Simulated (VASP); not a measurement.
# Mn (P6_3/mmc) in VASP: notebook, part 2 of 2

VASP 6.6.1. The steps go on from the part before.

### 3 Single point, PBE, collinear spin, ferromagnetic start (9.42 Å³/atom)

This run uses another cell than the first one, of 9.42 Å³/atom.

File INCAR:

```
SYSTEM = Mn
PREC     = Accurate       ! precision mode
ENCUT    = 520            ! plane-wave cutoff, eV
EDIFF    = 1E-6           ! SCF threshold, eV
ISMEAR   = -1             ! smearing method
SIGMA    = 0.05           ! smearing width, eV
LREAL    = .FALSE.        ! projectors in reciprocal space
LASPH    = .TRUE.         ! aspherical terms in the spheres
NELM     = 150            ! most SCF steps
ALGO     = Normal         ! electronic algorithm
ISIF     = 2              ! what is computed and relaxed
LWAVE    = .FALSE.        ! write WAVECAR
LCHARG   = .FALSE.        ! write CHGCAR
ISPIN    = 2              ! spin polarisation
MAGMOM   = 3 3            ! initial moments
LORBIT   = 11             ! projections on sites
LMAXMIX  = 4              ! l up to which the mixer works
GGA      = PE             ! functional
NBANDS   = 24             ! bands
```

File KPOINTS:

```
regular mesh
0
G
  16 16 9
  0 0 0
```

File POSCAR:

```
Mn
1.0
    2.3776714262      0.0000000000      0.0000000000
   -1.1888357131      2.0591238570      0.0000000000
    0.0000000000      0.0000000000      3.8479969874
Mn
2
Direct
    0.3333333333      0.6666666667      0.2500000000
    0.6666666667      0.3333333333      0.7500000000
```

Potentials or basis: VASP PAW PBE potentials, release 64 (Mn_pv).

On the command line:

```bash
$ cat potpaw_PBE.64/Mn_pv/POTCAR > POTCAR
$ mpirun -np 1 vasp_std > vasp.out
```

OUTCAR:

```text
SYSTEM = Mn
   PREC = Accurate
   ENCUT = 520
   EDIFF = 1E-6
   ISMEAR = -1
   LREAL = .FALSE.
   LASPH = .TRUE.
   NELM = 150
   ISIF = 2
   ISPIN = 2
   LORBIT = 11
   GGA = PE

 ion  position               nearest neighbor table
   1  0.333  0.667  0.250-   2 2.36   2 2.36   2 2.36   2 2.36   2 2.36   2 2.36
   2  0.667  0.333  0.750-   1 2.36   1 2.36   1 2.36   1 2.36   1 2.36   1 2.36

  LATTYP: Found a hexagonal cell.
 ALAT       =     2.3776714262
 C/A-ratio  =     1.6183888762

  Lattice vectors:

 A1 = (   2.3776714262,   0.0000000000,   0.0000000000)
 A2 = (  -1.1888357131,   2.0591238570,   0.0000000000)
 A3 = (   0.0000000000,   0.0000000000,   3.8479969874)

Analysis of symmetry for initial positions (statically):
=====================================================================
 Subroutine PRICEL returns:
 Original cell was already a primitive cell.

 Routine SETGRP: Setting up the symmetry group for a
 hexagonal supercell.

 Subroutine GETGRP returns: Found 24 space group operations
 (whereof 12 operations were pure point group operations)
 out of a pool of 24 trial point group operations.

The static configuration has the point symmetry D_3d.
 The point group associated with its full space group is D_6h.

Analysis of symmetry for dynamics (positions and initial velocities):
=====================================================================
 Subroutine PRICEL returns:
 Original cell was already a primitive cell.

 Routine SETGRP: Setting up the symmetry group for a
 hexagonal supercell.

 Subroutine GETGRP returns: Found 24 space group operations
 (whereof 12 operations were pure point group operations)
 out of a pool of 24 trial point group operations.

The dynamic configuration has the point symmetry D_3d.
 The point group associated with its full space group is D_6h.

[... 153 lines left out ...]
 number of electron      25.9999971 magnetization       0.0000440

 Free energy of the ion-electron system (eV)
  ---------------------------------------------------
  ext. energy  EPLUGINS =         0.00000000
  ---------------------------------------------------
  free energy    TOTEN  =       -17.55996368 eV

  energy without entropy =      -17.54205924  energy(sigma->0) =      -17.55101146

 E-fermi :  12.3387     XC(G=0): -14.8343

 val. band max:       12.3276646045   @ k =   0.1250  -0.0000   0.1111
 cond. band min:      12.3467507840   @ k =   0.0625   0.0625   0.1111
 fundamental gap:      0.0190861795
 Fermi energy:        12.3387282269

 spin component 1

 k-point     1 :       0.0000    0.0000    0.0000
  band No.  band energies     occupation
      1     -36.1983      1.00000
      2     -35.1853      1.00000
      3     -35.1853      1.00000
      4     -35.0308      1.00000
      5     -35.0308      1.00000
      6     -35.0165      1.00000
[... 637 lines left out ...]
     23      34.2793      0.00000
     24      35.2163      0.00000

 [... further k-points ...]

 spin component 2

 k-point     1 :       0.0000    0.0000    0.0000
  band No.  band energies     occupation
      1     -36.1983      1.00000
      2     -35.1853      1.00000
      3     -35.1853      1.00000
      4     -35.0308      1.00000
      5     -35.0307      1.00000
      6     -35.0164      1.00000
[... 637 lines left out ...]
     23      34.2793      0.00000
     24      35.2163      0.00000

 [... further k-points ...]

------------------------ aborting loop because EDIFF is reached ----------------------------------------

  FORCE on cell =-STRESS in cart. coord.  units (eV):
  Direction    XX          YY          ZZ          XY          YZ          ZX
  --------------------------------------------------------------------------------------
  -------------------------------------------------------------------------------------
  Total        5.6312567      5.6312567      5.5693912      0.0000000      0.0000000      0.0000000
  in kB      478.9022487    478.9022488    473.6409850      0.0000000      0.0000000      0.0000000
  external PRESSURE =     477.1484942 kB  Pullay stress =       0.0000000 kB

 VOLUME and BASIS-vectors are now :
 -----------------------------------------------------------------------------
  energy-cutoff  :      520.00
  volume of cell :       18.84
      direct lattice vectors                 reciprocal lattice vectors
     2.377671426  0.000000000  0.000000000     0.420579559  0.242821722  0.000000000
    -1.188835713  2.059123857  0.000000000     0.000000000  0.485643443  0.000000000
     0.000000000  0.000000000  3.847996987     0.000000000  0.000000000  0.259875463

 POSITION                                       TOTAL-FORCE (eV/Angst)
 -----------------------------------------------------------------------------------
     -0.00000      1.37275      0.96200         0.000000      0.000000      0.000000
      1.18884      0.68637      2.88600        -0.000000     -0.000000      0.000000
 -----------------------------------------------------------------------------------
    total drift:                               -0.000000      0.000000     -0.000000

  FREE ENERGIE OF THE ION-ELECTRON SYSTEM (eV)
  ---------------------------------------------------
  free  energy   TOTEN  =       -17.5599636754 eV

  energy  without entropy=      -17.5420592406  energy(sigma->0) =      -17.55101146

 total charge

# of ion       s       p       d       tot
------------------------------------------
    1        0.484   6.495   5.308  12.287
    2        0.484   6.495   5.308  12.287
--------------------------------------------------
tot          0.969  12.989  10.617  24.575

 magnetization (x)

# of ion       s       p       d       tot
------------------------------------------
    1        0.000   0.000   0.000   0.000
    2        0.000   0.000   0.000   0.000
--------------------------------------------------
tot          0.000   0.000   0.000   0.000
```

OSZICAR:

```text
N       E                     dE             d eps       ncg     rms          rms(c)
DAV:   1     0.241504373098E+03    0.24150E+03   -0.14533E+04 14912   0.159E+03
DAV:   2    -0.863682796652E+01   -0.25014E+03   -0.23804E+03 14712   0.402E+02
DAV:   3    -0.181106693471E+02   -0.94738E+01   -0.94286E+01 16008   0.882E+01
DAV:   4    -0.181775860539E+02   -0.66917E-01   -0.66912E-01 15984   0.733E+00
DAV:   5    -0.181784319507E+02   -0.84590E-03   -0.84589E-03 16248   0.841E-01    0.272E+01
DAV:   6    -0.173423375788E+02    0.83609E+00   -0.58613E+00 15352   0.354E+01    0.587E+00
DAV:   7    -0.175388135127E+02   -0.19648E+00   -0.18446E-01 15912   0.418E+00    0.409E+00
DAV:   8    -0.175632227701E+02   -0.24409E-01   -0.89878E-03 15928   0.118E+00    0.112E+00
DAV:   9    -0.175594725035E+02    0.37503E-02   -0.57801E-03 15824   0.795E-01    0.362E-01
DAV:  10    -0.175599941828E+02   -0.52168E-03   -0.10838E-03 15248   0.336E-01    0.138E-01
DAV:  11    -0.175599572551E+02    0.36928E-04   -0.16100E-04 15240   0.119E-01    0.409E-02
DAV:  12    -0.175599697889E+02   -0.12534E-04   -0.10636E-05 16400   0.299E-02    0.127E-02
DAV:  13    -0.175599670671E+02    0.27218E-05   -0.94647E-07 11816   0.797E-03    0.703E-03
DAV:  14    -0.175599637489E+02    0.33182E-05   -0.22549E-07  7512   0.445E-03    0.151E-03
DAV:  15    -0.175599636754E+02    0.73454E-07   -0.54195E-08  7480   0.242E-03
   1 F= -.17559964E+02 E0= -.17551011E+02  d E =-.179044E-01  mag=     0.0000
```

It took 60 s on 1 thread of AMD EPYC 9R45 (Zen 5), shared host; peak memory 0.18 GiB.

Results:

| Property | Result |
| --- | --- |
| Free energy | -17.5600 eV |
| Pressure | 47.7 GPa |
| Band gap on the k mesh | zero (filled and empty bands overlap) |
| Net moment | 0.00 μB per cell |
| Valence electrons inside the program's atomic spheres | Mn 12.29 |

Caveat: the cell stands under pressure.

### 4 Single point, PBE, collinear spin, ferromagnetic start (9.85 Å³/atom)

This run uses another cell than the first one, of 9.85 Å³/atom.

File INCAR:

```
SYSTEM = Mn
ALGO = Normal
EDIFF = 1E-7
ENCUT = 520
GGA = PE
ISIF = 2
ISMEAR = -1
ISPIN = 2
LASPH = .TRUE.
LCHARG = .FALSE.
LMAXMIX = 4
LORBIT = 11
LREAL = .FALSE.
LWAVE = .FALSE.
MAGMOM = 3 3
NBANDS = 24
NELM = 150
PREC = Accurate
SIGMA = 0.05
```

File KPOINTS:

```
k-points
0
G
  16 16 9
  0 0 0
```

File POSCAR:

```
Mn
1.0
    2.4131642922      0.0000000000      0.0000000000
   -1.2065821461      2.0898615805      0.0000000000
    0.0000000000      0.0000000000      3.9054382468
Mn
2
Direct
    0.3333333333      0.6666666667      0.2500000000
    0.6666666667      0.3333333333      0.7500000000
```

On the command line:

```bash
$ cat potpaw_PBE.64/Mn_pv/POTCAR > POTCAR
$ mpirun -np 1 vasp_std > vasp.out
```

It took 68 s on 1 thread of AMD EPYC 9R45 (Zen 5), shared host; peak memory 0.18 GiB.

It converged, with:

```yaml
Free_energy: -17.7613 eV
Pressure: 28.2 GPa
Band_gap_on_the_k_mesh: zero (filled and empty bands overlap)
Net_moment: 0.00 μB per cell
Valence_electrons_inside_the_program's_atomic_spheres: Mn 12.18
```

Stress tensor (GPa, compression positive):
```
28.30  0.00  0.00
 0.00 28.30  0.00
 0.00  0.00 27.88
```

Levels at points of the mesh, in eV from the Fermi level:
Spin up:
```
           k point  band 11  band 12  band 13  band 14  band 15  band 16
(0.00, 0.00, 0.00)    -1.08    -0.54    -0.54     0.05     0.05     0.90
(0.50, 0.00, 0.00)    -1.32    -1.03    -0.46     2.06     2.22     2.30
```
Spin down:
```tsv
k point	band 10	band 11	band 12	band 13	band 14	band 15	band 16	band 17
(0.00, 0.00, 0.00)	-1.08	-1.08	-0.54	-0.54	0.05	0.05	0.90	1.81
(0.50, 0.00, 0.00)	-1.39	-1.32	-1.03	-0.46	2.06	2.22	2.30	4.03
```

Caveat: the cell stands under pressure.

### 5 Single point, PBE, collinear spin, ferromagnetic start (10.28 Å³/atom)

This run uses another cell than the first one, of 10.28 Å³/atom.

File INCAR:

```
ALGO     = Normal         # electronic algorithm
EDIFF    = 1E-6           # SCF threshold, eV
ENCUT    = 520            # plane-wave cutoff, eV
GGA      = PE             # functional
ISIF     = 2              # what is computed and relaxed
ISMEAR   = -1             # smearing method
ISPIN    = 2              # spin polarisation
LASPH    = True           # aspherical terms in the spheres
LCHARG   = False          # write CHGCAR
LMAXMIX  = 4              # l up to which the mixer works
LORBIT   = 11             # projections on sites
LREAL    = False          # projectors in reciprocal space
LWAVE    = False          # write WAVECAR
MAGMOM   = 3 3            # initial moments
NBANDS   = 24             # bands
NELM     = 150            # most SCF steps
PREC     = Accurate       # precision mode
SIGMA    = 0.05           # smearing width, eV
```

File KPOINTS:

```
k-points
0
Gamma
  16 16 9
```

File POSCAR:

```
Mn
1.0
    2.4476427260      0.0000000000      0.0000000000
   -1.2238213630      2.1197207801      0.0000000000
    0.0000000000      0.0000000000      3.9612377606
Mn
2
Direct
    0.3333333333      0.6666666667      0.2500000000
    0.6666666667      0.3333333333      0.7500000000
```

On the command line:

```bash
$ cat potpaw_PBE.64/Mn_pv/POTCAR > POTCAR
$ mpirun -np 1 vasp_std > vasp.out
```

It took 64 s on 1 thread of AMD EPYC 9R45 (Zen 5), shared host; peak memory 0.18 GiB.

The run converged. Its results:

| Quantity | Value |
| --- | --- |
| Free energy | -17.8689 eV |
| Pressure | 12.5 GPa |
| Band gap on the k mesh | zero (filled and empty bands overlap) |
| Net moment | 0.00 μB per cell |
| Valence electrons inside the program's atomic spheres | Mn 12.08 |

Stress tensor (GPa, compression positive):
```
12.62  0.00  0.00
 0.00 12.62  0.00
 0.00  0.00 12.29
```

Levels at points of the mesh, in eV from the Fermi level:
Spin up:
```tsv
k point	band 9	band 10	band 11	band 12	band 13	band 14	band 15	band 16	band 17	band 18
(0.00, 0.00, 0.00)	-1.03	-1.01	-1.01	-0.51	-0.51	0.05	0.05	0.81	1.71	1.71
(0.50, 0.00, 0.00)	-3.91	-1.37	-1.23	-0.98	-0.43	1.93	2.09	2.17	3.80	6.01
```
Spin down:
```
           k point  band 11  band 12  band 13  band 14  band 15  band 16
(0.00, 0.00, 0.00)    -1.01    -0.51    -0.51     0.05     0.05     0.81
(0.50, 0.00, 0.00)    -1.23    -0.98    -0.43     1.93     2.09     2.17
```

Caveat: the cell stands under pressure.

### 6 Single point, PBE, collinear spin, ferromagnetic start (10.70 Å³/atom)

File INCAR:

```
SYSTEM = Mn
ALGO = Normal
EDIFF = 1E-6
ENCUT = 520
GGA = PE
ISIF = 2
ISMEAR = -1
ISPIN = 2
LASPH = .TRUE.
LCHARG = .FALSE.
LMAXMIX = 4
LORBIT = 11
LREAL = .FALSE.
LWAVE = .FALSE.
MAGMOM = 3 3
NBANDS = 24
NELM = 150
PREC = Accurate
SIGMA = 0.05
```

File KPOINTS:

```
k-points
0
G
  16 16 9
  0 0 0
```

File POSCAR:

```
Mn
1.0
    2.4811762454      0.0000000000      0.0000000000
   -1.2405881227      2.1487616598      0.0000000000
    0.0000000000      0.0000000000      4.0155080354
Mn
2
Direct
    0.3333333333      0.6666666667      0.2500000000
    0.6666666667      0.3333333333      0.7500000000
```

Potentials or basis: VASP PAW PBE potentials, release 64 (Mn_pv).

On the command line:

```bash
$ cat potpaw_PBE.64/Mn_pv/POTCAR > POTCAR
$ mpirun -np 1 vasp_std > vasp.out
```

Run time: 61 s. Hardware: 1 thread of AMD EPYC 9R45 (Zen 5), shared host; peak memory 0.18 GiB.

The run converged. Its results:

```yaml
Free_energy: -17.9013 eV
Pressure: -0.1 GPa
Band_gap_on_the_k_mesh: zero (filled and empty bands overlap)
Net_moment: 0.00 μB per cell
Valence_electrons_inside_the_program's_atomic_spheres: Mn 11.99
```

Stress tensor (GPa, compression positive):
```
-0.03  0.00  0.00
 0.00 -0.03  0.00
 0.00  0.00 -0.34
```

Levels at points of the mesh, in eV from the Fermi level:
Spin up:
```tsv
k point	band 9	band 10	band 11	band 12	band 13	band 14	band 15	band 16	band 17	band 18
(0.00, 0.00, 0.00)	-0.97	-0.95	-0.95	-0.47	-0.47	0.05	0.05	0.75	1.62	1.62
(0.50, 0.00, 0.00)	-3.69	-1.34	-1.16	-0.93	-0.41	1.82	1.97	2.04	3.60	5.71
```
Spin down:
```tsv
k point	band 10	band 11	band 12	band 13	band 14	band 15	band 16	band 17
(0.00, 0.00, 0.00)	-0.95	-0.95	-0.47	-0.47	0.05	0.05	0.75	1.62
(0.50, 0.00, 0.00)	-1.34	-1.16	-0.93	-0.41	1.82	1.97	2.04	3.60
```
